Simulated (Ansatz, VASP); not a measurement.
**TePb: VASP beside Ansatz**

```
CELL_PARAMETERS angstrom
0.00000 3.56716 3.56716
3.56716 0.00000 3.56716
3.56716 3.56716 0.00000
ATOMIC_POSITIONS crystal
Pb 0.00000 0.00000 0.00000
Te 0.25000 0.25000 0.25000
```

Alike in both runs: task single point; functional r2SCAN; k mesh 6 × 6 × 6; no spin polarisation.

```csv
,VASP,Ansatz
version,VASP 6.6.1,Ansatz 0.2.0
potentials or method,"VASP PAW PBE potentials, release 64 (Pb_d, Te)","plane waves, PAW"
plane-wave cutoff (eV),520,500
occupations,"gaussian, width 0.01 eV",fixed
valence electrons in the cell,20,30
```

Ansatz gave:

| Quantity | Value |
| --- | --- |
| gap on the k mesh at the Fermi level (eV) | 0.78 |
| pressure (GPa) | 1.9 |

Which values does VASP return?

gap on the k mesh at the Fermi level (eV): 0.77; pressure (GPa): 1.9.

VASP's potentials were made for PBE, not for r2SCAN. VASP's potentials hold 20 valence electrons a cell and Ansatz's 30, so a difference there can come from the potentials and not from the codes.

Neither program's run includes spin-orbit coupling.
